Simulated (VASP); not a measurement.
# TaSi5B2 (P-6m2) in VASP: a series of runs

TaSi5B2 is run at these levels: PBE; tasks: single point, relaxation of cell and atoms.

All numbers are computed with VASP 6.6.1; they aren't measurements. Logs are shortened: lines on timing, memory, paths and dates and some standing lists are left out, and cuts for length are marked.

### Step 1. The cell of the first run

It takes space group P-6m2 (No. 187, hexagonal). Conventional cell: a = 4.736 Å, b = 4.736 Å, c = 5.871 Å, α = 90.00°, β = 90.00°, γ = 120.00°. Within 3.6 Å of Ta (site symmetry -6m2) lie 3 B at 2.73 Å and 12 Si at 2.93 to 3.24 Å. Si (site symmetry mm2) has 8 Si at 2.36 to 3.02 Å and 2 B at 2.37 Å within 3.1 Å. Within 2.5 Å of Si (site symmetry 3m) lie 1 B at 1.88 Å and 1 Si at 2.11 Å. Within 3.6 Å of B (site symmetry -6m2) lie 3 Ta at 2.73 Å and 12 Si at 2.93 to 3.24 Å. Within 2.5 Å of B (site symmetry -6m2) lie 8 Si at 1.88 to 2.37 Å.

The cell was built from a structure type or drawn by symmetry, and may not be a known phase.

### Step 2. Single point, PBE

INCAR

```
SYSTEM = TaSi5B2
PREC = Accurate
ENCUT = 500
EDIFF = 1E-6
ISMEAR = 0
SIGMA = 0.2
LREAL = .False.
LASPH = .True.
NELM = 120
ALGO = Normal
ISIF = 2
LWAVE = .False.
LCHARG = .False.
GGA = PE
NBANDS = 28
GGA_COMPAT = .False.
```

KPOINTS

```
Automatic mesh
0
Gamma
  4 4 3
  0 0 0
```

POSCAR

```
TaSi5B2
1.0
    4.7364383124     -0.0000000030      0.0000000000
   -2.3682191536      4.1018759035      0.0000000000
    0.0000000000      0.0000000000      5.8712001172
Ta Si B
1 5 2
Direct
    0.3333333333      0.6666666667      0.0000000000
    0.1673064634      0.8326935366      0.5000000000
    0.1673064634      0.3346129267      0.5000000000
    0.6653870733      0.8326935366      0.5000000000
    0.6666666667      0.3333333333      0.1798760767
    0.6666666667      0.3333333333      0.8201239233
    0.0000000000      0.0000000000      0.0000000000
    0.6666666667      0.3333333333      0.5000000000
```

Potentials or basis: VASP PAW PBE potentials, release 64 (Ta_pv, Si, B).

Started as:

```bash
$ cat potpaw_PBE.64/Ta_pv/POTCAR potpaw_PBE.64/Si/POTCAR potpaw_PBE.64/B/POTCAR > POTCAR
$ mpirun -np 1 vasp_std > vasp.out
```

OUTCAR:

```text
SYSTEM = TaSi5B2
   PREC = Accurate
   ENCUT = 500
   EDIFF = 1E-6
   ISMEAR = 0
   LREAL = .False.
   LASPH = .True.
   NELM = 120
   ISIF = 2
   GGA = PE

 ion  position               nearest neighbor table
   1  0.333  0.667  0.000-   7 2.73   7 2.73   7 2.73   5 2.93   6 2.93   5 2.93   6 2.93   5 2.93
                             6 2.93   2 3.24   2 3.24   4 3.24   4 3.24   3 3.24   3 3.24
   2  0.167  0.833  0.500-   4 2.36   3 2.36   8 2.37   8 2.37   4 2.38   3 2.38   6 3.02   5 3.02
                             6 3.02   5 3.02   1 3.24   1 3.24
   3  0.167  0.335  0.500-   2 2.36   4 2.36   8 2.37   8 2.37   2 2.38   4 2.38   5 3.02   6 3.02
                             5 3.02   6 3.02   1 3.24   1 3.24
   4  0.665  0.833  0.500-   2 2.36   3 2.36   8 2.37   8 2.37   2 2.38   3 2.38   6 3.02   5 3.02
                             5 3.02   6 3.02   1 3.24   1 3.24
   5  0.667  0.333  0.180-   8 1.88   6 2.11   1 2.93   1 2.93   1 2.93   3 3.02   3 3.02   4 3.02
                             4 3.02   2 3.02   2 3.02
   6  0.667  0.333  0.820-   8 1.88   5 2.11   1 2.93   1 2.93   1 2.93   3 3.02   3 3.02   4 3.02
                             4 3.02   2 3.02   2 3.02
   7  0.000  0.000  0.000-   1 2.73   1 2.73   1 2.73
   8  0.667  0.333  0.500-   5 1.88   6 1.88   3 2.37   3 2.37   4 2.37   4 2.37   2 2.37   2 2.37

  LATTYP: Found a hexagonal cell.
 ALAT       =     4.7364383124
 C/A-ratio  =     1.2395812486

  Lattice vectors:

 A1 = (   4.7364383124,  -0.0000000030,   0.0000000000)
 A2 = (  -2.3682191536,   4.1018759035,   0.0000000000)
 A3 = (   0.0000000000,   0.0000000000,   5.8712001172)

Analysis of symmetry for initial positions (statically):
=====================================================================
 Subroutine PRICEL returns:
 Original cell was already a primitive cell.

 Routine SETGRP: Setting up the symmetry group for a
 hexagonal supercell.

 Subroutine GETGRP returns: Found 12 space group operations
 (whereof 12 operations were pure point group operations)
 out of a pool of 24 trial point group operations.

The static configuration has the point symmetry D_3h.

Analysis of symmetry for dynamics (positions and initial velocities):
=====================================================================
 Subroutine PRICEL returns:
 Original cell was already a primitive cell.

 Routine SETGRP: Setting up the symmetry group for a
 hexagonal supercell.

 Subroutine GETGRP returns: Found 12 space group operations
 (whereof 12 operations were pure point group operations)
 out of a pool of 24 trial point group operations.

The dynamic configuration has the point symmetry D_3h.

 Subroutine INISYM returns: Found 12 space group operations
 (whereof 12 operations are pure point group operations),
 and found     1 'primitive' translations

----------------------------------------------------------------------------------------

                                     Primitive cell

  volume of cell :     114.0673

  direct lattice vectors                    reciprocal lattice vectors
     4.736438312 -0.000000003  0.000000000     0.211129109  0.121895448  0.000000000
    -2.368219154  4.101875903  0.000000000     0.000000000  0.243790896  0.000000000
     0.000000000  0.000000000  5.871200117     0.000000000  0.000000000  0.170322929

  length of vectors
     4.736438312  4.736438312  5.871200117     0.243790896  0.243790896  0.170322929

  position of ions in fractional coordinates (direct lattice)
     0.333333333  0.666666667  0.000000000
     0.167306463  0.832693537  0.500000000
     0.167306463  0.334612927  0.500000000
     0.665387073  0.832693537  0.500000000
     0.666666667  0.333333333  0.179876077
     0.666666667  0.333333333  0.820123923
     0.000000000  0.000000000  0.000000000
     0.666666667  0.333333333  0.500000000

  ion indices of the primitive-cell ions
   primitive index   ion index
                 1           1
                 2           2
                 3           3
                 4           4
                 5           5
                 6           6
                 7           7
                 8           8

----------------------------------------------------------------------------------------

 KPOINTS: Automatic mesh

Automatic generation of k-mesh.
 Grid dimensions read from file:
 generate k-points for:    4    4    3

 Generating k-lattice:

  Cartesian coordinates                     Fractional coordinates (reciprocal lattice)
     0.052782277  0.030473862  0.000000000     0.250000000 -0.000000000  0.000000000
     0.000000000  0.060947724  0.000000000     0.000000000  0.250000000  0.000000000
     0.000000000  0.000000000  0.056774310     0.000000000  0.000000000  0.333333333

  Length of vectors
     0.060947724  0.060947724  0.056774310

  Shift w.r.t. Gamma in fractional coordinates (k-lattice)
     0.000000000  0.000000000  0.000000000

 Subroutine IBZKPT returns following result:
 ===========================================

 Found      8 irreducible k-points:

 Following reciprocal coordinates:
            Coordinates               Weight
  0.000000  0.000000  0.000000      1.000000
  0.250000 -0.000000  0.000000      6.000000
  0.500000 -0.000000  0.000000      3.000000
  0.250000  0.250000  0.000000      6.000000
  0.000000  0.000000  0.333333      2.000000
  0.250000 -0.000000  0.333333     12.000000
  0.500000 -0.000000  0.333333      6.000000
  0.250000  0.250000  0.333333     12.000000
   k-points           NKPTS =      8   k-points in BZ     NKDIM =      8   number of bands    NBANDS=     28
   number of dos      NEDOS =    301   number of ions     NIONS =      8
   total plane-waves  NPLWV =  62208
   dimension x,y,z NGX =    36 NGY =   36 NGZ =   48
   dimension x,y,z NGXF=    72 NGYF=   72 NGZF=   96
   ions per type =               1   5   2
   NGX,Y,Z   is equivalent  to a cutoff of  12.64, 12.64, 13.59 a.u.
   NGXF,Y,Z  is equivalent  to a cutoff of  25.27, 25.27, 27.18 a.u.
 SYSTEM =  TaSi5B2
   PREC   = accura    normal or accurate (medium, high low for compatibility)
   ISTART =      0    job   : 0-new  1-cont  2-samecut
   ICHARG =      2    charge: 1-file 2-atom 10-const
   ISPIN  =      1    spin polarized calculation?
   LNONCOLLINEAR =      F non collinear calculations
   LSORBIT =      F    spin-orbit coupling
   LASPH  =      T    aspherical Exc in radial PAW
   ENCUT  =  500.0 eV  36.75 Ry    6.06 a.u.   8.64  8.64 10.70*2*pi/ulx,y,z
   NELM   =    120;   NELMIN=  2; NELMDL= -5     # of ELM steps
   EDIFF  = 0.1E-05   stopping-criterion for ELM
   LREAL  =      F    real-space projection
   EDIFFG = 0.1E-04   stopping-criterion for IOM
   NSW    =      0    number of steps for IOM
   IBRION =     -1    ionic relax: 0-MD 1-quasi-New 2-CG
   NFREE  =      0    steps in history (QN), initial steepest desc. (CG)
   ISIF   =      2    stress and relaxation
   ISYM   =      2    0-nonsym 1-usesym 2-fastsym
   POTIM  = 0.5000    time-step for ionic-motion
   TEBEG  =    0.0;   TEEND  =   0.0 temperature during run
   PSTRESS=    0.0 pullay stress
   NELECT =      37.0000    total number of electrons
   NUPDOWN=      -1.0000    fix difference up-down
   EMIN   =  10.00;   EMAX   =-10.00  energy-range for DOS
   EFERMI =   0.00;   METHOD = LEGACY
   ISMEAR =     0;   SIGMA  =   0.20  broadening in eV -4-tet -1-fermi 0-gaus
   EFERMI_NEDOS =   21; number of points for ismear=-14 and -15
   IALGO  =     38    algorithm
   IMIX   =      4    mixing-type and parameters
     AMIX     =   0.40;   BMIX     =  1.00
     AMIX_MAG =   1.60;   BMIX_MAG =  1.00
  volume/ion in A,a.u.               =      14.26        96.22
  Fermi-wavevector in a.u.,A,eV,Ry     =   1.124834  2.125627 17.214782  1.265251
  Thomas-Fermi vector in A             =   2.261508
   LORBIT       =      0    0 simple, 1 ext, 2 COOP (PROOUT), +10 PAW based schemes
   GGA     = PE    functional components
   LHFCALC =     F    Hartree Fock is set to
   AEXX    =    0.0000 exact exchange contribution
   IVDW    =     0    specifies the selected vdW correction
   LEPSILON=     F    determine dielectric tensor
   LRPA    =     F    only Hartree local field effects (RPA)
 non-spin polarized calculation
 Gauss-broadening in eV      SIGMA  =   0.20
  energy-cutoff  :      500.00
  volume of cell :      114.07
 maximum number of plane-waves:      2914
 NGX is ok and might be reduce to    36
   NGX = 17   NGY = 17   NGZ = 21

 number of electron      36.9999999 magnetization

 Free energy of the ion-electron system (eV)
  ---------------------------------------------------
  ext. energy  EPLUGINS =         0.00000000
  ---------------------------------------------------
  free energy    TOTEN  =       -44.39854352 eV

  energy without entropy =      -44.32886724  energy(sigma->0) =      -44.36370538

 E-fermi :   7.9351     XC(G=0): -11.1066

 val. band max:        7.8962685480   @ k =   0.2500   0.2500   0.0000
 cond. band min:       7.9625101799   @ k =   0.2500  -0.0000   0.0000
 fundamental gap:      0.0662416319
 Fermi energy:         7.9350682503

 k-point     1 :       0.0000    0.0000    0.0000
  band No.  band energies     occupation
      1     -27.1689      2.00000
      2     -26.9143      2.00000
      3     -26.9143      2.00000
      4      -6.4048      2.00000
      5      -2.0413      2.00000
      6      -0.7949      2.00000
[... 20 lines left out ...]
     27      12.5564      0.00000
     28      12.5608      0.00000

 k-point     2 :       0.2500   -0.0000    0.0000
  band No.  band energies     occupation
      1     -27.1686      2.00000
      2     -26.9170      2.00000
      3     -26.9150      2.00000
      4      -5.8956      2.00000
      5      -2.1865      2.00000
      6      -1.1331      2.00000
[... 178 lines left out ...]
 k-point     8 :       0.2500    0.2500    0.3333
  band No.  band energies     occupation
      1     -27.1686      2.00000
      2     -26.9187      2.00000
      3     -26.9166      2.00000
      4      -4.7442      2.00000
      5      -2.9274      2.00000
      6      -2.3490      2.00000
[... 20 lines left out ...]
     27      11.9008      0.00000
     28      12.4264      0.00000

------------------------ aborting loop because EDIFF is reached ----------------------------------------

  FORCE on cell =-STRESS in cart. coord.  units (eV):
  Direction    XX          YY          ZZ          XY          YZ          ZX
  --------------------------------------------------------------------------------------
  -------------------------------------------------------------------------------------
  Total       -0.0576827     -0.0576827     -0.1388828     -0.0000000      0.0000000      0.0000000
  in kB       -0.8102052     -0.8102052     -1.9507323     -0.0000000      0.0000000      0.0000000
  external PRESSURE =      -1.1903809 kB  Pullay stress =       0.0000000 kB

 VOLUME and BASIS-vectors are now :
 -----------------------------------------------------------------------------
  energy-cutoff  :      500.00
  volume of cell :      114.07
      direct lattice vectors                 reciprocal lattice vectors
     4.736438312 -0.000000003  0.000000000     0.211129109  0.121895448  0.000000000
    -2.368219154  4.101875903  0.000000000     0.000000000  0.243790896  0.000000000
     0.000000000  0.000000000  5.871200117     0.000000000  0.000000000  0.170322929

 POSITION                                       TOTAL-FORCE (eV/Angst)
 -----------------------------------------------------------------------------------
      0.00000      2.73458      0.00000        -0.000000     -0.000000      0.000000
     -1.17956      3.41561      2.93560         0.016909     -0.009763      0.000000
      0.00000      1.37254      2.93560         0.000000      0.019525      0.000000
      1.17956      3.41561      2.93560        -0.016909     -0.009763      0.000000
      2.36822      1.36729      1.05609        -0.000000     -0.000000     -0.016258
      2.36822      1.36729      4.81511        -0.000000     -0.000000      0.016258
      0.00000      0.00000      0.00000        -0.000000     -0.000000      0.000000
      2.36822      1.36729      2.93560        -0.000000     -0.000000      0.000000
 -----------------------------------------------------------------------------------
    total drift:                                0.000000     -0.000000     -0.000000

  FREE ENERGIE OF THE ION-ELECTRON SYSTEM (eV)
  ---------------------------------------------------
  free  energy   TOTEN  =       -44.3985435224 eV

  energy  without entropy=      -44.3288672443  energy(sigma->0) =      -44.36370538
```

Wall time 28 s (1 thread of AMD EPYC 7R43 (Zen 3), shared host); peak memory 0.21 GiB.

What came out:

```
Free energy            : -44.3985 eV
Pressure               : -0.1 GPa
Largest force          : 0.020 eV/Å
Band gap on the k mesh : zero (an odd number of electrons rules out a gap without spin polarisation)
```

Forces in eV/Å, atoms in the order of the input:
```
Ta   0.000  0.000  0.000
Si   0.017 -0.010  0.000
Si   0.000  0.020  0.000
Si  -0.017 -0.010  0.000
Si   0.000  0.000 -0.016
Si   0.000  0.000  0.016
B    0.000  0.000  0.000
B    0.000  0.000  0.000
```

Caveat: the k points lie up to 0.38 Å⁻¹ apart, too coarse for converged energies and pressures of a metal; spin-orbit coupling is left out, which moves the levels of the heavy elements.

### Step 3. Single point, PBE

This run uses another cell than the first one, of 14.59 Å³/atom.

INCAR

```
PREC = Accurate
ENCUT = 500
EDIFF = 1E-6
ISMEAR = 0
SIGMA = 0.2
LREAL = False
LASPH = True
NELM = 120
ALGO = Normal
ISIF = 2
LWAVE = False
LCHARG = False
GGA = PE
NBANDS = 28
GGA_COMPAT = False
```

KPOINTS

```
Automatic mesh
0
Gamma
  4 4 2
```

POSCAR

```
TaSi5B2
1.0
    3.7337839434      0.0000000000      0.0000000000
   -1.8668919717      3.2335517472      0.0000000000
    0.0000000000      0.0000000000      9.6692969758
Ta Si B
1 5 2
Direct
    0.6666666667      0.3333333333      0.0000000000
    0.3333333333      0.6666666667      0.6889785170
    0.3333333333      0.6666666667      0.3110214830
    0.0000000000      0.0000000000      0.5000000000
    0.0000000000      0.0000000000      0.7990319976
    0.0000000000      0.0000000000      0.2009680024
    0.6666666667      0.3333333333      0.5000000000
    0.0000000000      0.0000000000      0.0000000000
```

Potentials or basis: VASP PAW PBE potentials, release 64 (Ta_pv, Si, B).

Started as:

```bash
$ cat potpaw_PBE.64/Ta_pv/POTCAR potpaw_PBE.64/Si/POTCAR potpaw_PBE.64/B/POTCAR > POTCAR
$ mpirun -np 1 vasp_std > vasp.out
```

It took 24 s on 1 thread of AMD EPYC 7R43 (Zen 3), shared host; peak memory 0.2 GiB.

Results (log left out):

```
Free energy            : -47.9488 eV
Pressure               : 0.4 GPa
Largest force          : 0.021 eV/Å
Band gap on the k mesh : zero (an odd number of electrons rules out a gap without spin polarisation)
```

Forces on the atoms (eV/Å):
```
Ta   0.000  0.000  0.000
Si   0.000  0.000  0.007
Si   0.000  0.000 -0.007
Si   0.000  0.000  0.000
Si   0.000  0.000  0.021
Si   0.000  0.000 -0.021
B    0.000  0.000  0.000
B    0.000  0.000  0.000
```

Stress tensor (GPa, compression positive):
```
0.25 0.00 0.00
0.00 0.25 0.00
0.00 0.00 0.63
```

Levels at points of the mesh, in eV from the Fermi level:
```tsv
k point	band 14	band 15	band 16	band 17	band 18	band 19	band 20	band 21	band 22	band 23
(0.00, 0.00, 0.00)	-1.42	-0.76	-0.76	-0.69	-0.69	0.13	0.13	0.68	2.03	2.04
(0.50, 0.00, 0.00)	-2.84	-2.25	-2.21	-1.96	-0.09	0.03	0.04	0.12	0.43	1.06
(0.00, 0.00, 0.50)	-0.98	-0.98	-0.09	-0.09	-0.06	-0.06	0.48	0.72	1.22	1.66
(0.50, 0.00, 0.50)	-2.84	-2.11	-2.02	-1.87	-0.94	-0.81	-0.52	1.26	1.27	1.31
```

Caveat: the k points lie up to 0.49 Å⁻¹ apart, too coarse for converged energies and pressures of a metal; spin-orbit coupling is left out, which moves the levels of the heavy elements.

### Step 4. Relaxation of cell and atoms, PBE

This run uses another cell than the first one, of 15.58 Å³/atom.

INCAR

```
  PREC = Accurate
  ENCUT = 500
  EDIFF = 1E-7
  ISMEAR = 0
  SIGMA = 0.2
  LREAL = False
  LASPH = True
  NELM = 120
  ALGO = Normal
  ISIF = 3
  LWAVE = False
  LCHARG = False
  GGA = PE
  IBRION = 2
  NSW = 36
  EDIFFG = -0.08
  GGA_COMPAT = False
  NELMIN = 4
```

KPOINTS

```
Automatic mesh
0
Gamma
  4 4 3
```

POSCAR

```
TaSi5B2
1.0
    4.5083881500      0.0000000000      0.0000000000
   -2.2541940700      3.9043786600      0.0000000000
    0.0000000000      0.0000000000      7.0822355100
Ta Si B
1 5 2
Direct
    0.3333333300      0.6666666700      0.0000000000
    0.1740717100      0.8259282900      0.5000000000
    0.1740717100      0.3481434100      0.5000000000
    0.6518565900      0.8259282900      0.5000000000
    0.6666666700      0.3333333300      0.2590319700
    0.6666666700      0.3333333300      0.7409680300
    0.0000000000      0.0000000000      0.0000000000
    0.6666666700      0.3333333300      0.5000000000
```

Started as:

```bash
$ cat potpaw_PBE.64/Ta_pv/POTCAR potpaw_PBE.64/Si/POTCAR potpaw_PBE.64/B/POTCAR > POTCAR
$ mpirun -np 1 vasp_std > vasp.out
```

It took 9.1 min on 1 thread of Intel Xeon 8259CL, shared host; peak memory 0.27 GiB.

The run converged. Its results:

```
Free energy                           : -44.3996 eV
Relaxed volume                        : 14.24 Å³/atom
Relaxed cell                          : a = 4.738 Å, b = 4.738 Å, c = 5.861 Å, α = 90.00°, β = 90.00°, γ = 120.00°
Space group after relaxing (to 0.1 Å) : P-6m2 (No. 187)
Energy gained by relaxing             : 523.9 meV/atom
Ionic steps                           : 16
Pressure after relaxing               : 0.0 GPa
Largest force after relaxing          : 0.013 eV/Å
Band gap on the k mesh                : zero (an odd number of electrons rules out a gap without spin polarisation)
```

Forces on the atoms (eV/Å):
```
Ta   0.000  0.000  0.000
Si   0.006 -0.003  0.000
Si   0.000  0.007  0.000
Si  -0.006 -0.003  0.000
Si   0.000  0.000 -0.013
Si   0.000  0.000  0.013
B    0.000  0.000  0.000
B    0.000  0.000  0.000
```

Stress tensor (GPa, compression positive):
```
-0.11  0.00  0.00
 0.00 -0.11  0.00
 0.00  0.00  0.30
```

The path:
| step | energy change (eV) | largest force (eV/Å) | pressure (GPa) | volume (Å³) |
| --- | --- | --- | --- | --- |
| 1 | 0.0000 | 8.3060 | 7.64 | 124.66 |
| 2 | -1.5888 | 5.4115 | -7.86 | 138.36 |
| 3 | -2.3570 | 1.7515 | -6.55 | 132.37 |
| 4 | -3.0640 | 1.2313 | -1.94 | 122.68 |
| 5 | -3.0831 | 1.8866 | -0.63 | 121.00 |
| 6 | -3.4751 | 0.0901 | 2.73 | 114.59 |
| 7 | -3.4903 | 0.4342 | 3.75 | 113.27 |
| 8 | -3.6717 | 0.2627 | -0.06 | 115.15 |
| 9 | -3.7188 | 0.3402 | -2.38 | 116.51 |
| 10 | -3.8217 | 1.6070 | -4.60 | 118.97 |
| 11 | -3.9987 | 1.8760 | -3.78 | 118.02 |
| 12 | -4.0740 | 2.1246 | -2.86 | 117.12 |
| 13 | -4.1822 | 0.1869 | -1.51 | 115.48 |
| 14 | -4.1850 | 0.1767 | -1.20 | 115.16 |
| 15 | -4.1902 | 0.0835 | -0.51 | 114.46 |
| 16 | -4.1914 | 0.0132 | 0.02 | 113.95 |

Final structure:
```
CELL_PARAMETERS angstrom
4.73798 0.00000 0.00000
-2.36899 4.10321 0.00000
0.00000 0.00000 5.86116
ATOMIC_POSITIONS crystal
Ta 0.33333 0.66667 0.00000
Si 0.16733 0.83267 0.50000
Si 0.16733 0.33467 0.50000
Si 0.66533 0.83267 0.50000
Si 0.66667 0.33333 0.17988
Si 0.66667 0.33333 0.82012
B 0.00000 0.00000 0.00000
B 0.66667 0.33333 0.50000
```

Levels at points of the mesh, in eV from the Fermi level:
| k point | band 15 | band 16 | band 17 | band 18 | band 19 | band 20 | band 21 | band 22 |
| --- | --- | --- | --- | --- | --- | --- | --- | --- |
| (0.00, 0.00, 0.00) | -3.05 | -2.27 | -1.52 | -1.52 | 0.22 | 0.60 | 0.60 | 1.10 |
| (0.50, 0.00, 0.00) | -1.86 | -1.14 | -0.88 | -0.23 | 0.40 | 0.71 | 0.83 | 1.41 |

Caveat: the k points lie up to 0.38 Å⁻¹ apart in the final cell, too coarse for converged energies and pressures of a metal; a cell axis changed by over 15 % at a fixed basis, so the end point is rough; spin-orbit coupling is left out, which moves the levels of the heavy elements.

[end of part 1 of 2]
